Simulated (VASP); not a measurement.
# TiO2 (I4/mmm) in VASP: a series of runs

Aim: see how the results for TiO2 move with the level of theory and the settings. Levels: PBE, r2SCAN. Tasks: single point.

Everything below comes from runs of VASP 6.6.1. Logs are shortened: lines on timing, memory, paths and dates and some standing lists are left out, and cuts for length are marked.

### Step 1. The cell of the first run

It takes space group I4/mmm (No. 139, tetragonal). Conventional cell: a = 3.390 Å, b = 3.390 Å, c = 4.563 Å, α = 90.00°, β = 90.00°, γ = 90.00°. Ti (site symmetry 4/mmm) has 8 O at 2.04 Å within 2.7 Å. O (site symmetry -4m2) has 4 Ti at 2.04 Å and 6 O at 2.28 to 2.40 Å within 2.7 Å.

### Step 2. Single point, PBE (uniaxial x strain -4.8%)

INCAR reads:

```
SYSTEM = TiO2
PREC     = Accurate       ! precision mode
ENCUT    = 520            ! plane-wave cutoff, eV
EDIFF    = 1E-7           ! SCF threshold, eV
ISMEAR   = -1             ! smearing method
SIGMA    = 0.02           ! smearing width, eV
LREAL    = .FALSE.        ! projectors in reciprocal space
LASPH    = .TRUE.         ! aspherical terms in the spheres
NELM     = 60             ! most SCF steps
ALGO     = Normal         ! electronic algorithm
ISIF     = 2              ! what is computed and relaxed
LWAVE    = .FALSE.        ! write WAVECAR
LCHARG   = .FALSE.        ! write CHGCAR
GGA      = PE             ! functional
NBANDS   = 19             ! bands
```

KPOINTS reads:

```
Automatic mesh
0
G
  10 10 10
  0 0 0
```

POSCAR reads:

```
TiO2
1.0
    0.0000000000      2.3968272579      2.3968272579
    2.2813001841      0.0000000000      2.3968272579
    2.2813001841      2.3968272579      0.0000000000
Ti O
1 2
Direct
    0.0000000000      0.0000000000      0.0000000000
    0.2500000000      0.2500000000      0.2500000000
    0.7500000000      0.7500000000      0.7500000000
```

Potentials or basis: VASP PAW PBE potentials, release 64 (Ti_sv, O).

Command:

```bash
$ cat potpaw_PBE.64/Ti_sv/POTCAR potpaw_PBE.64/O/POTCAR > POTCAR
$ mpirun -np 1 vasp_std > vasp.out
```

OUTCAR:

```text
SYSTEM = TiO2
   PREC = Accurate
   ENCUT = 520
   EDIFF = 1E-7
   ISMEAR = -1
   LREAL = .FALSE.
   LASPH = .TRUE.
   NELM = 60
   ISIF = 2
   GGA = PE

 ion  position               nearest neighbor table
   1  0.000  0.000  0.000-   3 2.04   3 2.04   3 2.04   2 2.04   3 2.04   2 2.04   2 2.04   2 2.04

   2  0.250  0.250  0.250-   1 2.04   1 2.04   1 2.04   1 2.04
   3  0.750  0.750  0.750-   1 2.04   1 2.04   1 2.04   1 2.04

  LATTYP: Found a body centered tetragonal cell.
 ALAT       =     3.3896256148
 C/A-ratio  =     1.3460484687

  Lattice vectors:

 A1 = (  -2.2813001841,   0.0000000000,  -2.3968272579)
 A2 = (  -2.2813001841,   0.0000000000,   2.3968272579)
 A3 = (   2.2813001841,   2.3968272579,   0.0000000000)

Analysis of symmetry for initial positions (statically):
=====================================================================
 Subroutine PRICEL returns:
 Original cell was already a primitive cell.

 Routine SETGRP: Setting up the symmetry group for a
 body centered tetragonal supercell.

 Subroutine GETGRP returns: Found 16 space group operations
 (whereof 16 operations were pure point group operations)
 out of a pool of 16 trial point group operations.

The static configuration has the point symmetry D_4h.

Analysis of symmetry for dynamics (positions and initial velocities):
=====================================================================
 Subroutine PRICEL returns:
 Original cell was already a primitive cell.

 Routine SETGRP: Setting up the symmetry group for a
 body centered tetragonal supercell.

 Subroutine GETGRP returns: Found 16 space group operations
 (whereof 16 operations were pure point group operations)
 out of a pool of 16 trial point group operations.

The dynamic configuration has the point symmetry D_4h.

 Subroutine INISYM returns: Found 16 space group operations
 (whereof 16 operations are pure point group operations),
 and found     1 'primitive' translations

----------------------------------------------------------------------------------------

                                     Primitive cell

  volume of cell :      26.2111

[... 77 lines left out ...]
   ions per type =               1   2
   NGX,Y,Z   is equivalent  to a cutoff of  13.73, 14.07, 14.07 a.u.
   NGXF,Y,Z  is equivalent  to a cutoff of  27.47, 28.14, 28.14 a.u.
 SYSTEM =  TiO2
   PREC   = accura    normal or accurate (medium, high low for compatibility)
   ISTART =      0    job   : 0-new  1-cont  2-samecut
   ICHARG =      2    charge: 1-file 2-atom 10-const
   ISPIN  =      1    spin polarized calculation?
   LNONCOLLINEAR =      F non collinear calculations
   LSORBIT =      F    spin-orbit coupling
   LASPH  =      T    aspherical Exc in radial PAW
   ENCUT  =  520.0 eV  38.22 Ry    6.18 a.u.   6.30  6.15  6.15*2*pi/ulx,y,z
   NELM   =     60;   NELMIN=  2; NELMDL= -5     # of ELM steps
   EDIFF  = 0.1E-06   stopping-criterion for ELM
   LREAL  =      F    real-space projection
   EDIFFG = 0.1E-05   stopping-criterion for IOM
   NSW    =      0    number of steps for IOM
   IBRION =     -1    ionic relax: 0-MD 1-quasi-New 2-CG
   NFREE  =      0    steps in history (QN), initial steepest desc. (CG)
   ISIF   =      2    stress and relaxation
   ISYM   =      2    0-nonsym 1-usesym 2-fastsym
   POTIM  = 0.5000    time-step for ionic-motion
   TEBEG  =    0.0;   TEEND  =   0.0 temperature during run
   PSTRESS=    0.0 pullay stress
   NELECT =      24.0000    total number of electrons
   NUPDOWN=      -1.0000    fix difference up-down
   EMIN   =  10.00;   EMAX   =-10.00  energy-range for DOS
   EFERMI =   0.00;   METHOD = LEGACY
   ISMEAR =    -1;   SIGMA  =   0.02  broadening in eV -4-tet -1-fermi 0-gaus
   EFERMI_NEDOS =   21; number of points for ismear=-14 and -15
   IALGO  =     38    algorithm
   IMIX   =      4    mixing-type and parameters
     AMIX     =   0.40;   BMIX     =  1.00
     AMIX_MAG =   1.60;   BMIX_MAG =  1.00
  volume/ion in A,a.u.               =       8.74        58.96
  Fermi-wavevector in a.u.,A,eV,Ry     =   1.589705  3.004107 34.384137  2.527163
  Thomas-Fermi vector in A             =   2.688513
   LORBIT       =      0    0 simple, 1 ext, 2 COOP (PROOUT), +10 PAW based schemes
   GGA     = PE    functional components
   LHFCALC =     F    Hartree Fock is set to
   AEXX    =    0.0000 exact exchange contribution
   IVDW    =     0    specifies the selected vdW correction
   LEPSILON=     F    determine dielectric tensor
   LRPA    =     F    only Hartree local field effects (RPA)
 non-spin polarized calculation
  energy-cutoff  :      520.00
  volume of cell :       26.21
 maximum number of plane-waves:       724
 NGX is ok and might be reduce to    28
   NGX = 13   NGY = 13   NGZ = 13

 number of electron      23.9999996 magnetization

 Free energy of the ion-electron system (eV)
  ---------------------------------------------------
  ext. energy  EPLUGINS =         0.00000000
  ---------------------------------------------------
  free energy    TOTEN  =       -25.82111431 eV

  energy without entropy =      -25.82111431  energy(sigma->0) =      -25.82111431

 E-fermi :   8.7819     XC(G=0): -12.5227

 val. band max:        8.4845390629   @ k =   0.0000   0.5000   0.5000
 cond. band min:       9.0822064795   @ k =   0.0000   0.0000   0.0000
 fundamental gap:      0.5976674165
 Fermi energy:         8.7818637840

 k-point     1 :       0.0000    0.0000    0.0000
  band No.  band energies     occupation
      1     -49.5974      2.00000
      2     -25.6871      2.00000
      3     -25.6854      2.00000
      4     -25.6854      2.00000
      5     -12.0464      2.00000
      6      -7.8670      2.00000
[... 505 lines left out ...]
      6      -9.2321      2.00000
[... 11 lines left out ...]
     18      18.9954      0.00000
     19      22.9910      0.00000

 [... further k-points ...]
[... 5 lines left out ...]
  --------------------------------------------------------------------------------------
  -------------------------------------------------------------------------------------
  Total        6.7720237      2.0590331      2.0590331      0.0000000      0.0000000     -0.0000000
  in kB      413.9454883    125.8600828    125.8600828      0.0000000      0.0000000     -0.0000000
  external PRESSURE =     221.8885513 kB  Pullay stress =       0.0000000 kB

 VOLUME and BASIS-vectors are now :
 -----------------------------------------------------------------------------
  energy-cutoff  :      520.00
  volume of cell :       26.21
      direct lattice vectors                 reciprocal lattice vectors
     0.000000000  2.396827258  2.396827258    -0.219173261  0.208609110  0.208609110
     2.281300184  0.000000000  2.396827258     0.219173261 -0.208609110  0.208609110
     2.281300184  2.396827258  0.000000000     0.219173261  0.208609110 -0.208609110

 POSITION                                       TOTAL-FORCE (eV/Angst)
 -----------------------------------------------------------------------------------
      0.00000      0.00000      0.00000         0.000000      0.000000      0.000000
      1.14065      1.19841      1.19841         0.000000     -0.000000     -0.000000
      3.42195      3.59524      3.59524        -0.000000      0.000000     -0.000000
 -----------------------------------------------------------------------------------
    total drift:                                0.000000     -0.000000      0.000000

  FREE ENERGIE OF THE ION-ELECTRON SYSTEM (eV)
  ---------------------------------------------------
  free  energy   TOTEN  =       -25.8211143068 eV

  energy  without entropy=      -25.8211143063  energy(sigma->0) =      -25.82111431
```

OSZICAR:

```text
N       E                     dE             d eps       ncg     rms          rms(c)
DAV:   1     0.247388617068E+03    0.24739E+03   -0.13060E+04  3884   0.153E+03
DAV:   2    -0.146334753812E+02   -0.26202E+03   -0.24760E+03  4197   0.418E+02
DAV:   3    -0.346208625679E+02   -0.19987E+02   -0.19757E+02  4452   0.120E+02
DAV:   4    -0.352970903911E+02   -0.67623E+00   -0.67461E+00  5450   0.197E+01
DAV:   5    -0.353084106798E+02   -0.11320E-01   -0.11317E-01  4519   0.246E+00    0.220E+01
DAV:   6    -0.262955975470E+02    0.90128E+01   -0.41230E+01  4722   0.783E+01    0.879E+00
DAV:   7    -0.259958127373E+02    0.29978E+00   -0.86948E+00  4607   0.274E+01    0.630E+00
DAV:   8    -0.258293524008E+02    0.16646E+00   -0.49247E-01  4477   0.749E+00    0.344E+00
DAV:   9    -0.259197454325E+02   -0.90393E-01   -0.89679E-01  4871   0.906E+00    0.295E+00
DAV:  10    -0.258282734743E+02    0.91472E-01   -0.38215E-01  4676   0.597E+00    0.947E-01
DAV:  11    -0.258217686471E+02    0.65048E-02   -0.31018E-02  4409   0.199E+00    0.273E-01
DAV:  12    -0.258212376080E+02    0.53104E-03   -0.27732E-03  4403   0.467E-01    0.991E-02
DAV:  13    -0.258212469705E+02   -0.93625E-05   -0.86568E-05  4388   0.111E-01    0.955E-02
DAV:  14    -0.258211132089E+02    0.13376E-03   -0.69623E-04  5158   0.204E-01    0.191E-02
DAV:  15    -0.258211187998E+02   -0.55910E-05   -0.38887E-05  4332   0.675E-02    0.261E-02
DAV:  16    -0.258211140817E+02    0.47182E-05   -0.17272E-05  4266   0.465E-02    0.494E-03
DAV:  17    -0.258211142664E+02   -0.18477E-06   -0.75212E-07  4413   0.853E-03    0.484E-04
DAV:  18    -0.258211143068E+02   -0.40349E-07   -0.42999E-08  2712   0.240E-03
   1 F= -.25821114E+02 E0= -.25821114E+02  d E =-.427729E-09
```

stdout:

```text
POSCAR found type information on POSCAR TiO
 POSCAR found :  2 types and       3 ions
 scaLAPACK will be used
 LDA part: xc-table for (Slater+PW92), standard interpolation
 POSCAR, INCAR and KPOINTS ok, starting setup
 FFT: planning ... GRIDC
 FFT: planning ... GRID_SOFT
 FFT: planning ... GRID
 WAVECAR not read
 entering main loop
```

Run time: 37 s. Hardware: 1 thread of Intel Xeon 6975P-C (Granite Rapids), shared host; peak memory 0.18 GiB.

Results:

```
Free energy            : -25.8211 eV
Pressure               : 22.2 GPa
Band gap on the k mesh : 0.60 eV, indirect (least direct gap 1.38 eV)
```

Stress tensor (GPa, compression positive):
```
41.39  0.00  0.00
 0.00 12.59  0.00
 0.00  0.00 12.59
```

Levels at points of the mesh, in eV from the valence-band top:
```tsv
k point	band 8	band 9	band 10	band 11	band 12	band 13	band 14	band 15	band 16	band 17
(0.00, 0.00, 0.00)	-6.74	-6.74	-1.61	-1.61	-0.78	0.60	0.86	5.17	5.37	5.37
(0.50, 0.00, 0.00)	-5.55	-3.98	-3.81	-3.14	-3.02	1.09	1.18	2.69	4.86	4.88
(0.50, 0.50, 0.00)	-5.46	-5.03	-3.03	-2.10	-0.61	1.27	1.72	2.64	3.86	4.09
(0.00, 0.50, 0.50)	-5.33	-5.33	-2.77	-2.77	0.00	1.53	1.60	2.95	4.09	4.09
```

Caveat: the cell differs from its parent crystal (uniaxial x strain -4.8%). A k mesh can miss the band edges.

### Step 3. Single point, r2SCAN (uniaxial x strain -4.8%)

POSCAR is that of step 2.

INCAR.step1 reads:

```
SYSTEM = TiO2
PREC = Accurate
ENCUT = 520
ISMEAR = 0
SIGMA = 0.01
LREAL = .FALSE.
LASPH = .TRUE.
NELM = 100
NBANDS = 19
GGA = PE
ALGO = Normal
EDIFF = 1E-4
LWAVE = .TRUE.
LCHARG = .FALSE.
```

INCAR.step2 reads:

```
SYSTEM = TiO2
PREC = Accurate
ENCUT = 520
EDIFF = 1E-6
ISMEAR = 0
SIGMA = 0.01
LREAL = .FALSE.
LASPH = .TRUE.
NELM = 100
ALGO = Normal
ISIF = 2
LWAVE = .FALSE.
LCHARG = .TRUE.
METAGGA = R2SCAN
LMIXTAU = .TRUE.
LELF = .TRUE.
LVHAR = .TRUE.
NBANDS = 19
ISTART = 1
```

KPOINTS is that of step 2.

Potentials or basis: VASP PAW PBE potentials, release 64 (Ti_sv, O).

Command:

```bash
$ cat potpaw_PBE.64/Ti_sv/POTCAR potpaw_PBE.64/O/POTCAR > POTCAR
$ cp INCAR.step1 INCAR
$ mpirun -np 1 vasp_std > vasp.out
$ cp INCAR.step2 INCAR
$ mpirun -np 1 vasp_std > vasp.out
```

It took 4.3 min on 1 thread of AMD EPYC 7R43 (Zen 3), shared host; peak memory 0.17 GiB.

It converged, with:

```yaml
Free_energy: -33.9405 eV
Pressure: 17.3 GPa
Band_gap_on_the_k_mesh: 1.01 eV, indirect (least direct gap 1.83 eV)
```

Stress tensor (GPa, compression positive):
```
37.97  0.00  0.00
 0.00  6.98  0.00
 0.00  0.00  6.98
```

Levels at points of the mesh, in eV from the valence-band top:
```csv
k point,band 10,band 11,band 12,band 13,band 14,band 15
"(0.00, 0.00, 0.00)",-1.68,-1.68,-0.81,1.01,1.27,5.51
"(0.50, 0.00, 0.00)",-3.89,-3.24,-3.11,1.46,1.56,2.97
"(0.50, 0.50, 0.00)",-3.11,-2.14,-0.63,1.67,2.13,2.93
"(0.00, 0.50, 0.50)",-2.84,-2.84,0.00,1.95,1.99,3.25
```

Caveat: the cell differs from its parent crystal (uniaxial x strain -4.8%); the PAW data sets were made with another functional, which shifts forces and pressure a little. A k mesh can miss the band edges.
